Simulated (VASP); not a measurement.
# As (Pm-3n) in VASP: a series of runs, part 3 of 3

VASP 6.6.1. Earlier steps stand in the parts before.

**4. Single point, PBEsol**

Input file INCAR:

```
SYSTEM = As
PREC     = Accurate       ! precision mode
ENCUT    = 520            ! plane-wave cutoff, eV
EDIFF    = 1E-6           ! SCF threshold, eV
ISMEAR   = 0              ! smearing method
SIGMA    = 0.1            ! smearing width, eV
LREAL    = .FALSE.        ! projectors in reciprocal space
LASPH    = .TRUE.         ! aspherical terms in the spheres
NELM     = 100            ! most SCF steps
ALGO     = Normal         ! electronic algorithm
ISIF     = 2              ! what is computed and relaxed
LWAVE    = .FALSE.        ! write WAVECAR
LCHARG   = .FALSE.        ! write CHGCAR
GGA      = PS             ! functional
NBANDS   = 30             ! bands
```

Input file KPOINTS:

```
Automatic mesh
0
G
  8 8 8
  0 0 0
```

Input file POSCAR:

```
As
1.0
    5.3085197160      0.0000000000      0.0000000000
    0.0000000000      5.3085197160      0.0000000000
    0.0000000000      0.0000000000      5.3085197160
As
8
Direct
    0.5000000000      0.5000000000      0.5000000000
    0.0000000000      0.0000000000      0.0000000000
    0.2500000000      0.0000000000      0.5000000000
    0.5000000000      0.2500000000      0.0000000000
    0.5000000000      0.7500000000      0.0000000000
    0.7500000000      0.0000000000      0.5000000000
    0.0000000000      0.5000000000      0.7500000000
    0.0000000000      0.5000000000      0.2500000000
```

Potentials or basis: VASP PAW PBE potentials, release 64 (As).

Launch:

```bash
$ cat potpaw_PBE.64/As/POTCAR > POTCAR
$ mpirun -np 1 vasp_std > vasp.out
```

OUTCAR:

```text
SYSTEM = As
   PREC = Accurate
   ENCUT = 520
   EDIFF = 1E-6
   ISMEAR = 0
   LREAL = .FALSE.
   LASPH = .TRUE.
   NELM = 100
   ISIF = 2
   GGA = PS

 ion  position               nearest neighbor table
   1  0.500  0.500  0.500-
   2  0.000  0.000  0.000-
   3  0.250  0.000  0.500-   6 2.65   6 2.65
   4  0.500  0.250  0.000-   5 2.65   5 2.65
   5  0.500  0.750  0.000-   4 2.65   4 2.65
   6  0.750  0.000  0.500-   3 2.65   3 2.65
   7  0.000  0.500  0.750-   8 2.65   8 2.65
   8  0.000  0.500  0.250-   7 2.65   7 2.65

  LATTYP: Found a simple cubic cell.
 ALAT       =     5.3085197160

  Lattice vectors:

 A1 = (   5.3085197160,   0.0000000000,   0.0000000000)
 A2 = (   0.0000000000,   5.3085197160,   0.0000000000)
 A3 = (   0.0000000000,   0.0000000000,   5.3085197160)

Analysis of symmetry for initial positions (statically):
=====================================================================
 Subroutine PRICEL returns:
 Original cell was already a primitive cell.

 Routine SETGRP: Setting up the symmetry group for a
 simple cubic supercell.

 Subroutine GETGRP returns: Found 48 space group operations
 (whereof 24 operations were pure point group operations)
 out of a pool of 48 trial point group operations.

The static configuration has the point symmetry T_h .
 The point group associated with its full space group is O_h .

Analysis of symmetry for dynamics (positions and initial velocities):
=====================================================================
 Subroutine PRICEL returns:
 Original cell was already a primitive cell.

 Routine SETGRP: Setting up the symmetry group for a
 simple cubic supercell.

 Subroutine GETGRP returns: Found 48 space group operations
 (whereof 24 operations were pure point group operations)
 out of a pool of 48 trial point group operations.

The dynamic configuration has the point symmetry T_h .
 The point group associated with its full space group is O_h .

 Subroutine INISYM returns: Found 48 space group operations
 (whereof 24 operations are pure point group operations),
 and found     1 'primitive' translations

----------------------------------------------------------------------------------------

                                     Primitive cell

  volume of cell :     149.5961

  direct lattice vectors                    reciprocal lattice vectors
     5.308519716  0.000000000  0.000000000     0.188376431  0.000000000  0.000000000
     0.000000000  5.308519716  0.000000000     0.000000000  0.188376431  0.000000000
     0.000000000  0.000000000  5.308519716     0.000000000  0.000000000  0.188376431

  length of vectors
     5.308519716  5.308519716  5.308519716     0.188376431  0.188376431  0.188376431

  position of ions in fractional coordinates (direct lattice)
     0.500000000  0.500000000  0.500000000
     0.000000000  0.000000000  0.000000000
     0.250000000  0.000000000  0.500000000
     0.500000000  0.250000000  0.000000000
     0.500000000  0.750000000  0.000000000
     0.750000000  0.000000000  0.500000000
     0.000000000  0.500000000  0.750000000
     0.000000000  0.500000000  0.250000000

[... 31 lines left out ...]

 Subroutine IBZKPT returns following result:
 ===========================================

 Found     35 irreducible k-points:

 Following reciprocal coordinates:
            Coordinates               Weight
  0.000000  0.000000  0.000000      1.000000
  0.125000  0.000000  0.000000      6.000000
  0.250000  0.000000  0.000000      6.000000
  0.375000  0.000000  0.000000      6.000000
  0.500000  0.000000  0.000000      3.000000
  0.125000  0.125000  0.000000     12.000000
[... 16 lines left out ...]
  0.375000  0.375000  0.125000     24.000000
  0.500000  0.375000  0.125000     24.000000
 [... further k-points ...]
   k-points           NKPTS =     35   k-points in BZ     NKDIM =     35   number of bands    NBANDS=     30
   number of dos      NEDOS =    301   number of ions     NIONS =      8
   total plane-waves  NPLWV =  64000
   dimension x,y,z NGX =    40 NGY =   40 NGZ =   40
   dimension x,y,z NGXF=    80 NGYF=   80 NGZF=   80
   ions per type =               8
   NGX,Y,Z   is equivalent  to a cutoff of  12.53, 12.53, 12.53 a.u.
   NGXF,Y,Z  is equivalent  to a cutoff of  25.05, 25.05, 25.05 a.u.
 SYSTEM =  As
   PREC   = accura    normal or accurate (medium, high low for compatibility)
   ISTART =      0    job   : 0-new  1-cont  2-samecut
   ICHARG =      2    charge: 1-file 2-atom 10-const
   ISPIN  =      1    spin polarized calculation?
   LNONCOLLINEAR =      F non collinear calculations
   LSORBIT =      F    spin-orbit coupling
   LASPH  =      T    aspherical Exc in radial PAW
   ENCUT  =  520.0 eV  38.22 Ry    6.18 a.u.   9.87  9.87  9.87*2*pi/ulx,y,z
   NELM   =    100;   NELMIN=  2; NELMDL= -5     # of ELM steps
   EDIFF  = 0.1E-05   stopping-criterion for ELM
   LREAL  =      F    real-space projection
   EDIFFG = 0.1E-04   stopping-criterion for IOM
   NSW    =      0    number of steps for IOM
   IBRION =     -1    ionic relax: 0-MD 1-quasi-New 2-CG
   NFREE  =      0    steps in history (QN), initial steepest desc. (CG)
   ISIF   =      2    stress and relaxation
   ISYM   =      2    0-nonsym 1-usesym 2-fastsym
   POTIM  = 0.5000    time-step for ionic-motion
   TEBEG  =    0.0;   TEEND  =   0.0 temperature during run
   PSTRESS=    0.0 pullay stress
   NELECT =      40.0000    total number of electrons
   NUPDOWN=      -1.0000    fix difference up-down
   EMIN   =  10.00;   EMAX   =-10.00  energy-range for DOS
   EFERMI =   0.00;   METHOD = LEGACY
   ISMEAR =     0;   SIGMA  =   0.10  broadening in eV -4-tet -1-fermi 0-gaus
   EFERMI_NEDOS =   21; number of points for ismear=-14 and -15
   IALGO  =     38    algorithm
   IMIX   =      4    mixing-type and parameters
     AMIX     =   0.40;   BMIX     =  1.00
     AMIX_MAG =   1.60;   BMIX_MAG =  1.00
  volume/ion in A,a.u.               =      18.70       126.19
  Fermi-wavevector in a.u.,A,eV,Ry     =   1.054682  1.993059 15.134487  1.112353
  Thomas-Fermi vector in A             =   2.189851
   LORBIT       =      0    0 simple, 1 ext, 2 COOP (PROOUT), +10 PAW based schemes
   GGA     = PS    functional components
   LHFCALC =     F    Hartree Fock is set to
   AEXX    =    0.0000 exact exchange contribution
   IVDW    =     0    specifies the selected vdW correction
   LEPSILON=     F    determine dielectric tensor
   LRPA    =     F    only Hartree local field effects (RPA)
 non-spin polarized calculation
 Gauss-broadening in eV      SIGMA  =   0.10
  energy-cutoff  :      520.00
  volume of cell :      149.60
 maximum number of plane-waves:      4068
 NGX is ok and might be reduce to    40
   NGX = 19   NGY = 19   NGZ = 19

 number of electron      40.0000005 magnetization

 Free energy of the ion-electron system (eV)
  ---------------------------------------------------
  ext. energy  EPLUGINS =         0.00000000
  ---------------------------------------------------
  free energy    TOTEN  =       -36.65207299 eV

  energy without entropy =      -36.62907397  energy(sigma->0) =      -36.64057348

 E-fermi :   6.6123     XC(G=0): -10.9412

 val. band max:        6.5962246553   @ k =   0.5000   0.1250   0.0000
 cond. band min:       6.6283798916   @ k =   0.3750   0.2500   0.0000
 fundamental gap:      0.0321552363
 Fermi energy:         6.6123337815

 k-point     1 :       0.0000    0.0000    0.0000
  band No.  band energies     occupation
      1      -8.7533      2.00000
      2      -5.0325      2.00000
      3      -5.0325      2.00000
      4      -4.7107      2.00000
      5      -2.9186      2.00000
      6      -2.9186      2.00000
[... 781 lines left out ...]
     29       9.5427      0.00000
     30      10.2474      0.00000

 [... further k-points ...]
[... 5 lines left out ...]
  --------------------------------------------------------------------------------------
  -------------------------------------------------------------------------------------
  Total        0.2124851      0.2124851      0.2124851     -0.0000000     -0.0000000      0.0000000
  in kB        2.2757200      2.2757200      2.2757200     -0.0000000     -0.0000000      0.0000000
  external PRESSURE =       2.2757200 kB  Pullay stress =       0.0000000 kB

 VOLUME and BASIS-vectors are now :
 -----------------------------------------------------------------------------
  energy-cutoff  :      520.00
  volume of cell :      149.60
      direct lattice vectors                 reciprocal lattice vectors
     5.308519716  0.000000000  0.000000000     0.188376431  0.000000000  0.000000000
     0.000000000  5.308519716  0.000000000     0.000000000  0.188376431  0.000000000
     0.000000000  0.000000000  5.308519716     0.000000000  0.000000000  0.188376431

 POSITION                                       TOTAL-FORCE (eV/Angst)
 -----------------------------------------------------------------------------------
      2.65426      2.65426      2.65426         0.000000      0.000000      0.000000
      0.00000      0.00000      0.00000         0.000000      0.000000      0.000000
      1.32713      0.00000      2.65426         0.000000     -0.000000      0.000000
      2.65426      1.32713      0.00000         0.000000     -0.000000     -0.000000
      2.65426      3.98139      0.00000         0.000000      0.000000      0.000000
      3.98139      0.00000      2.65426        -0.000000     -0.000000     -0.000000
      0.00000      2.65426      3.98139        -0.000000     -0.000000      0.000000
      0.00000      2.65426      1.32713        -0.000000     -0.000000     -0.000000
 -----------------------------------------------------------------------------------
    total drift:                                0.000000      0.000000      0.000000

  FREE ENERGIE OF THE ION-ELECTRON SYSTEM (eV)
  ---------------------------------------------------
  free  energy   TOTEN  =       -36.6520729850 eV

  energy  without entropy=      -36.6290739730  energy(sigma->0) =      -36.64057348
```

Wall time 2 min (1 thread of Intel Xeon Platinum 8259CL at 2.50GHz (Skylake/Cascade Lake), shared host); peak memory 0.28 GiB.

Results:

| Quantity | Value |
| --- | --- |
| Free energy | -36.6521 eV |
| Pressure | 0.2 GPa |
| Band gap on the k mesh | zero (band 20 reaches 6.99 eV, above the bottom of band 21 at 6.01 eV) |

Caveat: the PAW data sets were made with another functional, which shifts forces and pressure a little.

**5. Relaxation of cell and atoms, PBEsol**

This run uses another cell than the first one, of 20.03 Å³/atom, 1.070 times its volume.

Input file INCAR:

```
SYSTEM = As
  PREC = Accurate
  ENCUT = 600
  EDIFF = 1E-6
  ISMEAR = 0
  SIGMA = 0.1
  LREAL = .False.
  LASPH = .True.
  NELM = 80
  ALGO = Normal
  ISIF = 3
  LWAVE = .False.
  LCHARG = .False.
  GGA = PS
  IBRION = 2
  NSW = 90
  EDIFFG = -0.04
```

Input file KPOINTS:

```
regular mesh
0
Gamma
  4 4 4
  0 0 0
```

POSCAR: that of step 4 with these lines changed.

```diff
@@ -2,5 +2,5 @@
 1.0
-    5.3085197160      0.0000000000      0.0000000000
-    0.0000000000      5.3085197160      0.0000000000
-    0.0000000000      0.0000000000      5.3085197160
+    5.4315837389      0.0000000000      0.0000000000
+    0.0000000000      5.4315837389      0.0000000000
+    0.0000000000      0.0000000000      5.4315837389
 As
```

Launch:

```bash
$ cat potpaw_PBE.64/As/POTCAR > POTCAR
$ mpirun -np 1 vasp_std > vasp.out
```

Wall time 1.8 min (1 thread of Intel Xeon Platinum 8259CL at 2.50GHz (Skylake/Cascade Lake), shared host); peak memory 0.34 GiB.

It converged, with:

| Property | Result |
| --- | --- |
| Free energy | -36.4780 eV |
| Relaxed volume | 18.76 Å³/atom |
| Relaxed cell | a = 5.314 Å, b = 5.314 Å, c = 5.314 Å, α = 90.00°, β = 90.00°, γ = 90.00° |
| Space group after relaxing (to 0.05 Å) | Pm-3n (No. 223) |
| Energy gained by relaxing | 21.1 meV/atom |
| Ionic steps | 3 |
| Pressure after relaxing | 0.0 GPa |
| Band gap on the k mesh | zero (band 20 reaches 6.73 eV, above the bottom of band 21 at 6.49 eV) |

Step by step:
| step | energy change (eV) | largest force (eV/Å) | pressure (GPa) | volume (Å³) |
| --- | --- | --- | --- | --- |
| 1 | 0.0000 | 0.0000 | -5.02 | 160.24 |
| 2 | -0.1390 | 0.0000 | 2.49 | 146.12 |
| 3 | -0.1689 | 0.0000 | 0.01 | 150.07 |

Final structure:
```
As
1.0
     5.31406    0.00000    0.00000
     0.00000    5.31406    0.00000
     0.00000    0.00000    5.31406
As
8
Direct
  0.50000 0.50000 0.50000
  0.00000 0.00000 0.00000
  0.25000 0.00000 0.50000
  0.50000 0.25000 0.00000
  0.50000 0.75000 0.00000
  0.75000 0.00000 0.50000
  0.00000 0.50000 0.75000
  0.00000 0.50000 0.25000
```

Levels at points of the mesh, in eV from the Fermi level:
| k point | band 17 | band 18 | band 19 | band 20 | band 21 | band 22 | band 23 | band 24 |
| --- | --- | --- | --- | --- | --- | --- | --- | --- |
| (0.00, 0.00, 0.00) | -2.57 | -2.05 | -2.05 | -2.05 | 0.93 | 0.93 | 0.93 | 1.35 |
| (0.50, 0.00, 0.00) | -1.62 | -1.62 | -0.94 | -0.94 | 0.35 | 0.35 | 1.28 | 1.28 |
| (0.50, 0.50, 0.00) | -1.57 | -1.57 | -0.74 | -0.38 | 0.46 | 0.72 | 1.38 | 1.38 |
| (0.50, 0.50, 0.50) | 0.00 | 0.00 | 0.00 | 0.00 | 0.00 | 0.00 | 0.08 | 0.08 |

Caveat: the PAW data sets were made with another functional, which shifts forces and pressure a little.

**6. The runs side by side**

| task | cell | k mesh | cutoff (eV) | gap on the mesh (eV) | pressure (GPa) |
| --- | --- | --- | --- | --- | --- |
| single point | a = 5.310 Å, 8 atoms | 4 × 4 × 4 | 520 | none | 0.2 |
| single point | a = 5.432 Å, 8 atoms | 4 × 4 × 4 | 520 | none | -5.0 |
| single point | a = 5.309 Å, 8 atoms | 8 × 8 × 8 | 520 | none | 0.2 |
| relaxation of cell and atoms | relaxed from a = 5.432 Å, 8 atoms | 4 × 4 × 4 | 600 | none | 0.0 |

Alike in all rows: level PBEsol; potentials or basis VASP PAW PBE potentials, release 64 (As); no spin polarisation; smearing gaussian 0.1 eV.

Caveats: the PAW data sets were made with another functional, which shifts forces and pressure a little.

Total energies depend on the potentials used, so only differences within one code and one set of settings carry meaning.
